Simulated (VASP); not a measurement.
# H (P4/mmm) in VASP: a series of runs

The runs below take H through single point, with PBE+D3(BJ).

All numbers are computed with VASP 6.6.1; they aren't measurements. Logs are shortened: lines on timing, memory, paths and dates and some standing lists are left out, and cuts for length are marked.

### 1 The cell of the first run

Symmetry: P4/mmm, No. 123, tetragonal system. Conventional cell: a = 2.797 Å, b = 2.797 Å, c = 0.880 Å, α = 90.00°, β = 90.00°, γ = 90.00°. H (site symmetry 4/mmm) has 2 H at 0.88 Å within 1.2 Å.

### 2 Single point, PBE+D3(BJ)

INCAR

```
PREC = Accurate ; ENCUT = 520
EDIFF = 1E-6 ; ISMEAR = 0
SIGMA = 0.05 ; LREAL = F
LASPH = T ; NELM = 100
ALGO = Normal ; ISIF = 2
LWAVE = F ; LCHARG = F
GGA = PE ; IVDW = 12
NBANDS = 6
```

KPOINTS

```
regular mesh
0
Gamma
  12 12 30
```

POSCAR

```
H
1.0
    2.7971366873      0.0000000000      0.0000000000
    0.0000000000      2.7971366873      0.0000000000
    0.0000000000      0.0000000000      0.8798130765
H
1
Direct
    0.0000000000      0.0000000000      0.5000000000
```

Potentials or basis: VASP PAW PBE potentials, release 64 (H).

Run with:

```console
cat potpaw_PBE.64/H/POTCAR > POTCAR
mpirun -np 1 vasp_std > vasp.out
```

OUTCAR:

```text
PREC = Accurate
   ENCUT = 520
   EDIFF = 1E-6
   ISMEAR = 0
   LREAL = F
   LASPH = T
   NELM = 100
   ISIF = 2
   GGA = PE
   IVDW = 12
 IVDW          = 12

 ion  position               nearest neighbor table
   1  0.000  0.000  0.500-

  LATTYP: Found a simple tetragonal cell.
 ALAT       =     2.7971366873
 C/A-ratio  =     0.3145406088

  Lattice vectors:

 A1 = (   2.7971366873,   0.0000000000,   0.0000000000)
 A2 = (   0.0000000000,   2.7971366873,   0.0000000000)
 A3 = (   0.0000000000,   0.0000000000,   0.8798130765)

Analysis of symmetry for initial positions (statically):
=====================================================================
 Subroutine PRICEL returns:
 Original cell was already a primitive cell.

 Routine SETGRP: Setting up the symmetry group for a
 simple tetragonal supercell.

 Subroutine GETGRP returns: Found 16 space group operations
 (whereof 16 operations were pure point group operations)
 out of a pool of 16 trial point group operations.

The static configuration has the point symmetry D_4h.

Analysis of symmetry for dynamics (positions and initial velocities):
=====================================================================
 Subroutine PRICEL returns:
 Original cell was already a primitive cell.

 Routine SETGRP: Setting up the symmetry group for a
 simple tetragonal supercell.

 Subroutine GETGRP returns: Found 16 space group operations
 (whereof 16 operations were pure point group operations)
 out of a pool of 16 trial point group operations.

The dynamic configuration has the point symmetry D_4h.

 Subroutine INISYM returns: Found 16 space group operations
 (whereof 16 operations are pure point group operations),
 and found     1 'primitive' translations

----------------------------------------------------------------------------------------

                                     Primitive cell

  volume of cell :       6.8836

  direct lattice vectors                    reciprocal lattice vectors
     2.797136687  0.000000000  0.000000000     0.357508449  0.000000000  0.000000000
     0.000000000  2.797136687  0.000000000     0.000000000  0.357508449  0.000000000
     0.000000000  0.000000000  0.879813076     0.000000000  0.000000000  1.136605066

  length of vectors
     2.797136687  2.797136687  0.879813076     0.357508449  0.357508449  1.136605066

  position of ions in fractional coordinates (direct lattice)
     0.000000000  0.000000000  0.500000000

  ion indices of the primitive-cell ions
[... 74 lines left out ...]
   EDIFF  = 0.1E-05   stopping-criterion for ELM
   LREAL  =      F    real-space projection
   EDIFFG = 0.1E-04   stopping-criterion for IOM
   NSW    =      0    number of steps for IOM
   IBRION =     -1    ionic relax: 0-MD 1-quasi-New 2-CG
   NFREE  =      0    steps in history (QN), initial steepest desc. (CG)
   ISIF   =      2    stress and relaxation
   ISYM   =      2    0-nonsym 1-usesym 2-fastsym
   POTIM  = 0.5000    time-step for ionic-motion
   TEBEG  =    0.0;   TEEND  =   0.0 temperature during run
   PSTRESS=    0.0 pullay stress
   NELECT =       1.0000    total number of electrons
   NUPDOWN=      -1.0000    fix difference up-down
   EMIN   =  10.00;   EMAX   =-10.00  energy-range for DOS
   EFERMI =   0.00;   METHOD = LEGACY
   ISMEAR =     0;   SIGMA  =   0.05  broadening in eV -4-tet -1-fermi 0-gaus
   EFERMI_NEDOS =   21; number of points for ismear=-14 and -15
   IALGO  =     38    algorithm
   IMIX   =      4    mixing-type and parameters
     AMIX     =   0.40;   BMIX     =  1.00
     AMIX_MAG =   1.60;   BMIX_MAG =  1.00
  volume/ion in A,a.u.               =       6.88        46.45
  Fermi-wavevector in a.u.,A,eV,Ry     =   0.860602  1.626302 10.076956  0.740635
  Thomas-Fermi vector in A             =   1.978131
   LORBIT       =      0    0 simple, 1 ext, 2 COOP (PROOUT), +10 PAW based schemes
   GGA     = PE    functional components
   LHFCALC =     F    Hartree Fock is set to
   AEXX    =    0.0000 exact exchange contribution
   IVDW    =    12    specifies the selected vdW correction
   LEPSILON=     F    determine dielectric tensor
   LRPA    =     F    only Hartree local field effects (RPA)
 non-spin polarized calculation
 Gauss-broadening in eV      SIGMA  =   0.05
  energy-cutoff  :      520.00
  volume of cell :        6.88
 maximum number of plane-waves:       203
 NGX is ok and might be reduce to    24

 number of electron       1.0000000 magnetization

 Free energy of the ion-electron system (eV)
  ---------------------------------------------------
  ext. energy  EPLUGINS =         0.00000000
  ---------------------------------------------------
  free energy    TOTEN  =        -2.92651385 eV

  energy without entropy =       -2.92651385  energy(sigma->0) =       -2.92651385

 E-fermi :  -0.8854     XC(G=0):  -6.4870

 val. band max:       -1.1588211433   @ k =   0.5000   0.5000   0.2333
 cond. band min:       0.3396074706   @ k =   0.0000   0.0000   0.2667
 fundamental gap:      1.4984286139
 Fermi energy:        -0.8853669357

 k-point     1 :       0.0000    0.0000    0.0000
  band No.  band energies     occupation
      1     -13.3640      2.00000
      2       6.5358      0.00000
      3      12.2865      0.00000
      4      12.2865      0.00000
      5      15.5016      0.00000
      6      31.0843      0.00000
[... 199 lines left out ...]
 k-point    24 :       0.4167    0.3333    0.0000
  band No.  band energies     occupation
      1     -11.9083      2.00000
      2       3.0979      0.00000
      3       5.3208      0.00000
      4      10.8147      0.00000
      5      26.4707      0.00000
      6      33.1315      0.00000

 [... further k-points ...]

------------------------ aborting loop because EDIFF is reached ----------------------------------------

 Edisp (eV)   -0.03584

 E8    (eV) :    -0.0064

  FORCE on cell =-STRESS in cart. coord.  units (eV):
  Direction    XX          YY          ZZ          XY          YZ          ZX
  --------------------------------------------------------------------------------------
  -------------------------------------------------------------------------------------
  Total      -0.00807    -0.00807     1.92496     0.00000     0.00000     0.00000
  in kB      -1.87832    -1.87832   448.03704     0.00000     0.00000     0.00000
  external pressure =      148.09 kB  Pullay stress =        0.00 kB

 VOLUME and BASIS-vectors are now :
 -----------------------------------------------------------------------------
  energy-cutoff  :      520.00
  volume of cell :        6.88
      direct lattice vectors                 reciprocal lattice vectors
     2.797136687  0.000000000  0.000000000     0.357508449  0.000000000  0.000000000
     0.000000000  2.797136687  0.000000000     0.000000000  0.357508449  0.000000000
     0.000000000  0.000000000  0.879813076     0.000000000  0.000000000  1.136605066

 POSITION                                       TOTAL-FORCE (eV/Angst)
 -----------------------------------------------------------------------------------
      0.00000      0.00000      0.43991         0.000000      0.000000      0.000000
 -----------------------------------------------------------------------------------
    total drift:                                0.000000      0.000000      0.000000

  FREE ENERGIE OF THE ION-ELECTRON SYSTEM (eV)
  ---------------------------------------------------
  free  energy   TOTEN  =        -2.9623494707 eV

  energy  without entropy=       -2.9623494707  energy(sigma->0) =       -2.96234947
```

OSZICAR:

```text
N       E                     dE             d eps       ncg     rms          rms(c)
DAV:   1    -0.300986869905E+01   -0.30099E+01   -0.23797E+02  5676   0.706E+01
DAV:   2    -0.312137794125E+01   -0.11151E+00   -0.11151E+00  7302   0.621E+00
DAV:   3    -0.312145886373E+01   -0.80922E-04   -0.80923E-04  6030   0.163E-01
DAV:   4    -0.312145891397E+01   -0.50250E-07   -0.49936E-07  8046   0.367E-03
DAV:   5    -0.312145891400E+01   -0.21528E-10   -0.21534E-10  5886   0.494E-05    0.243E+00
DAV:   6    -0.299246297731E+01    0.12900E+00   -0.44274E-02  5766   0.649E-01    0.140E+00
DAV:   7    -0.292436285829E+01    0.68100E-01   -0.10765E-01  6072   0.107E+00    0.153E-01
DAV:   8    -0.292654676764E+01   -0.21839E-02   -0.12637E-03  5796   0.156E-01    0.370E-02
DAV:   9    -0.292651028295E+01    0.36485E-04   -0.97937E-05  6792   0.383E-02    0.510E-03
DAV:  10    -0.292651385241E+01   -0.35695E-05   -0.19846E-06  5694   0.990E-03    0.130E-03
DAV:  11    -0.292651384521E+01    0.71991E-08   -0.12633E-07  6624   0.168E-03
   1 F= -.29623495E+01 E0= -.29623495E+01  d E =-.133602E-17
```

Wall time 24 s (1 thread of Intel Xeon 8259CL, shared host); peak memory 0.13 GiB.

Results:

| Item | Value |
| --- | --- |
| Free energy | -2.9623 eV |
| Pressure | 14.8 GPa |
| Dispersion energy per atom | -0.036 eV |

Caveat: pairwise dispersion overbinds metals, which lowers pressure and volume.

### 3 Single point, PBE+D3(BJ)

This run uses another cell than the first one, of the same volume but with other edges.

INCAR

```
SYSTEM = H
PREC = Accurate
ENCUT = 520
EDIFF = 1E-6
ISMEAR = 0
SIGMA = 0.05
LREAL = .FALSE.
LASPH = .TRUE.
NELM = 100
ALGO = Normal
ISIF = 2
LWAVE = .FALSE.
LCHARG = .FALSE.
GGA = PE
IVDW = 12
NBANDS = 6
```

KPOINTS

```
regular mesh
0
G
  12 12 30
  0 0 0
```

POSCAR

```
H
1.0
    2.4934055168      0.0000000000      0.0000000000
    0.0000000000      2.4934055168      0.0000000000
    0.0000000000      0.0000000000      1.1072149965
H
1
Direct
    0.0000000000      0.0000000000      0.5000000000
```

Potentials or basis: VASP PAW PBE potentials, release 64 (H).

Run with:

```console
cat potpaw_PBE.64/H/POTCAR > POTCAR
mpirun -np 1 vasp_std > vasp.out
```

OUTCAR:

```text
SYSTEM = H
   PREC = Accurate
   ENCUT = 520
   EDIFF = 1E-6
   ISMEAR = 0
   LREAL = .FALSE.
   LASPH = .TRUE.
   NELM = 100
   ISIF = 2
   GGA = PE
   IVDW = 12
 IVDW          = 12

 ion  position               nearest neighbor table
   1  0.000  0.000  0.500-

  LATTYP: Found a simple tetragonal cell.
 ALAT       =     2.4934055168
 C/A-ratio  =     0.4440573300

  Lattice vectors:

 A1 = (   2.4934055168,   0.0000000000,   0.0000000000)
 A2 = (   0.0000000000,   2.4934055168,   0.0000000000)
 A3 = (   0.0000000000,   0.0000000000,   1.1072149965)

Analysis of symmetry for initial positions (statically):
=====================================================================
 Subroutine PRICEL returns:
 Original cell was already a primitive cell.

 Routine SETGRP: Setting up the symmetry group for a
 simple tetragonal supercell.

 Subroutine GETGRP returns: Found 16 space group operations
 (whereof 16 operations were pure point group operations)
 out of a pool of 16 trial point group operations.
[... 158 lines left out ...]
  free energy    TOTEN  =        -2.91852992 eV

  energy without entropy =       -2.91841333  energy(sigma->0) =       -2.91847162

 E-fermi :  -2.3391     XC(G=0):  -7.1797

 val. band max:       -2.3426508240   @ k =   0.1667   0.1667   0.2667
 cond. band min:      -2.3313336892   @ k =   0.5000   0.2500   0.2333
 fundamental gap:      0.0113171348
 Fermi energy:        -2.3391355510

 k-point     1 :       0.0000    0.0000    0.0000
  band No.  band energies     occupation
      1     -11.7542      2.00000
      2      10.7808      0.00000
      3      16.6786      0.00000
      4      16.6786      0.00000
      5      19.4799      0.00000
      6      39.9389      0.00000
[... 199 lines left out ...]
 k-point    24 :       0.4167    0.3333    0.0000
  band No.  band energies     occupation
      1      -8.5820      2.00000
      2       4.3770      0.00000
      3       7.4523      0.00000
      4      13.6759      0.00000
      5      36.0438      0.00000
      6      43.0029      0.00000

 [... further k-points ...]

------------------------ aborting loop because EDIFF is reached ----------------------------------------

 Edisp (eV)   -0.07968

 E8    (eV) :    -0.0144

  FORCE on cell =-STRESS in cart. coord.  units (eV):
  Direction    XX          YY          ZZ          XY          YZ          ZX
  --------------------------------------------------------------------------------------
  -------------------------------------------------------------------------------------
  Total       0.01049     0.01049    -1.40393     0.00000    -0.00000     0.00000
  in kB       2.44222     2.44222  -326.76768     0.00000    -0.00000     0.00000
  external pressure =     -107.29 kB  Pullay stress =        0.00 kB

 VOLUME and BASIS-vectors are now :
 -----------------------------------------------------------------------------
  energy-cutoff  :      520.00
  volume of cell :        6.88
      direct lattice vectors                 reciprocal lattice vectors
     2.493405517  0.000000000  0.000000000     0.401057908  0.000000000  0.000000000
     0.000000000  2.493405517  0.000000000     0.000000000  0.401057908  0.000000000
     0.000000000  0.000000000  1.107214996     0.000000000  0.000000000  0.903166958

 POSITION                                       TOTAL-FORCE (eV/Angst)
 -----------------------------------------------------------------------------------
      0.00000      0.00000      0.55361         0.000000      0.000000      0.000000
 -----------------------------------------------------------------------------------
    total drift:                               -0.000000      0.000000      0.000000

  FREE ENERGIE OF THE ION-ELECTRON SYSTEM (eV)
  ---------------------------------------------------
  free  energy   TOTEN  =        -2.9982056231 eV

  energy  without entropy=       -2.9980890329  energy(sigma->0) =       -2.99814733
```

It took 20 s on 1 thread of Intel Xeon 8259CL, shared host; peak memory 0.13 GiB.

Results:

- Free energy: -2.9982 eV
- Pressure: -10.7 GPa
- Dispersion energy per atom: -0.080 eV

Levels at points of the mesh, in eV from the Fermi level:
| k point | band 1 | band 2 | band 3 |
| --- | --- | --- | --- |
| (0.00, 0.00, 0.00) | -9.42 | 13.12 | 19.02 |
| (0.50, 0.00, 0.00) | -7.28 | 3.88 | 20.33 |
| (0.50, 0.50, 0.00) | -5.58 | 8.37 | 8.37 |
| (0.00, 0.00, 0.50) | 17.39 | 24.54 | 41.29 |
| (0.50, 0.00, 0.50) | 18.76 | 27.78 | 34.31 |
| (0.50, 0.50, 0.50) | 19.84 | 30.54 | 38.68 |

Caveat: pairwise dispersion overbinds metals, which lowers pressure and volume.

### 4 Single point, PBE+D3(BJ)

This run uses another cell than the first one, of the same volume but with other edges.

INCAR

```
SYSTEM = H
  PREC = Accurate
  ENCUT = 520
  EDIFF = 1E-6
  ISMEAR = 0
  SIGMA = 0.05
  LREAL = .FALSE.
  LASPH = .TRUE.
  NELM = 80
  ALGO = Normal
  ISIF = 2
  LWAVE = .FALSE.
  LCHARG = .FALSE.
  GGA = PE
  IVDW = 12
  NBANDS = 6
```

KPOINTS is that of step 3.

POSCAR

```
H
1.0
    2.7243154224      0.0000000000      0.0000000000
    0.0000000000      2.7243154224      0.0000000000
    0.0000000000      0.0000000000      0.9274767117
H
1
Direct
    0.0000000000      0.0000000000      0.5000000000
```

Run with:

```console
cat potpaw_PBE.64/H/POTCAR > POTCAR
mpirun -np 1 vasp_std > vasp.out
```

Wall time 22 s (1 thread of Intel Xeon 8259CL, shared host); peak memory 0.12 GiB.

Results (log left out):

* Free energy: -3.0489 eV
* Pressure: 9.7 GPa
* Dispersion energy per atom: -0.056 eV

Stress tensor (GPa, compression positive):
```
-0.05  0.00  0.00
 0.00 -0.05  0.00
 0.00  0.00 29.35
```

Levels at points of the mesh, in eV from the Fermi level:
```tsv
k point	band 1	band 2	band 3	band 4
(0.00, 0.00, 0.00)	-11.90	8.42	14.20	14.20
(0.50, 0.00, 0.00)	-10.73	2.15	14.85	16.93
(0.50, 0.50, 0.00)	-9.79	5.69	5.69	9.17
(0.00, 0.00, 0.50)	27.66	35.28	50.27	54.80
(0.50, 0.00, 0.50)	28.34	37.22	45.73	46.01
(0.50, 0.50, 0.50)	28.90	38.82	49.20	49.20
```

Caveat: pairwise dispersion overbinds metals, which lowers pressure and volume.

### 5 Single point, PBE+D3(BJ)

This run uses another cell than the first one, of the same volume but with other edges.

INCAR

```
PREC = Accurate
ENCUT = 520
EDIFF = 1E-6
ISMEAR = 0
SIGMA = 0.05
LREAL = F
LASPH = T
NELM = 80
ALGO = Normal
ISIF = 2
LWAVE = F
LCHARG = T
GGA = PE
IVDW = 12
LELF = T
LVHAR = T
NBANDS = 6
```

KPOINTS

```
Automatic mesh
0
Gamma
  12 12 30
```

POSCAR

```
H
1.0
    2.5667826971      0.0000000000      0.0000000000
    0.0000000000      2.5667826971      0.0000000000
    0.0000000000      0.0000000000      1.0448154487
H
1
Direct
    0.0000000000      0.0000000000      0.5000000000
```

Run with:

```console
cat potpaw_PBE.64/H/POTCAR > POTCAR
mpirun -np 1 vasp_std > vasp.out
```

Wall time 24 s (1 thread of Intel Xeon 8259CL, shared host); peak memory 0.13 GiB.

Results (log left out):

| Item | Value |
| --- | --- |
| Free energy | -3.0613 eV |
| Pressure | -6.1 GPa |
| Dispersion energy per atom | -0.078 eV |

Stress tensor (GPa, compression positive):
```
 -0.08   0.00   0.00
  0.00  -0.08   0.00
  0.00   0.00 -18.11
```

Levels at points of the mesh, in eV from the Fermi level:
```
           k point  band 1  band 2  band 3
(0.00, 0.00, 0.00)  -10.07   11.60   17.45
(0.50, 0.00, 0.00)   -8.30    3.41   18.54
(0.50, 0.50, 0.00)   -6.87    7.55    7.55
(0.00, 0.00, 0.50)   20.41   27.69   43.75
(0.50, 0.00, 0.50)   21.52   30.46   37.65
(0.50, 0.50, 0.50)   22.40   32.79   41.69
```

Caveat: pairwise dispersion overbinds metals, which lowers pressure and volume.

### 6 The runs side by side

```csv
cell,gap on the mesh (eV),pressure (GPa)
"a = 2.797, b = 2.797, c = 0.880 Å, 1 atom",none,14.8
"a = 2.493, b = 2.493, c = 1.107 Å, 1 atom",none,-10.7
"a = 2.724, b = 2.724, c = 0.927 Å, 1 atom",none,9.7
"a = 2.567, b = 2.567, c = 1.045 Å, 1 atom",none,-6.1
```

Alike in all rows: task single point; level PBE+D3(BJ); potentials or basis VASP PAW PBE potentials, release 64 (H); no spin polarisation; k mesh 12 × 12 × 30; cutoff (eV) 520; smearing gaussian 0.05 eV.

Caveats: pairwise dispersion overbinds metals, which lowers pressure and volume.

Absolute energies hang on the potentials; compare differences alone.
